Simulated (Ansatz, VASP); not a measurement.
# One calculation of CaS, two programs

File INCAR:

```
ALGO = Normal ; EDIFF = 1E-6
ENCUT = 500 ; GGA = PE
GGA_COMPAT = F ; ISIF = 2
ISMEAR = 0 ; LASPH = T
LCHARG = T ; LELF = T
LREAL = F ; LVHAR = T
LWAVE = F ; NBANDS = 15
NELM = 120 ; PREC = Accurate
SIGMA = 0.02
```

KPOINTS

```
k-points
0
Gamma
  8 8 8
```

Contents of POSCAR:

```
CaS
1.0
    0.0000000000      2.9118185675      2.9118185675
    2.9118185675      0.0000000000      2.9118185675
    2.9118185675      2.9118185675      0.0000000000
Ca S
1 1
Direct
    0.0000000000      0.0000000000      0.0000000000
    0.5000000000      0.5000000000      0.5000000000
```

Input for Ansatz:

```yaml
crystal:
  lattice:
    - [0.0, 2.9118185675, 2.9118185675]
    - [2.9118185675, 0.0, 2.9118185675]
    - [2.9118185675, 2.9118185675, 0.0]
  atoms:
    - { symbol: Ca, position: [0.0, 0.0, 0.0] }
    - { symbol: S, position: [0.5, 0.5, 0.5] }
basis:
  ecutwfc: 420
kpoints:
  mp_grid: { grid: [8, 8, 8] }
hamiltonian:
  xc: pbe
scf:
  occupations: { method: gaussian, width: 0.02 }
output:
  forces: true
  stress: true
  eigenvalues: true
```

Alike in both runs: task single point; functional PBE; k mesh 8 × 8 × 8; occupations gaussian, width 0.02 eV; no spin polarisation.

```csv
,VASP,Ansatz
version,VASP 6.6.1,Ansatz 0.2.0
potentials or method,"VASP PAW PBE potentials, release 64 (Ca_sv, S), cutoff 500 eV","scalar-relativistic, plane waves, PAW"
valence electrons in the cell,16,16
```

```tsv
	VASP	Ansatz	Ansatz less VASP
gap on the k mesh at the Fermi level (eV)	2.49	2.50	+0.004
least direct gap on the mesh (eV)	3.25	3.25	+0.004
pressure (GPa)	-2.8	-2.9	-0.11
```

The functional is the same, so the differences come from potentials, cutoffs and numerics.
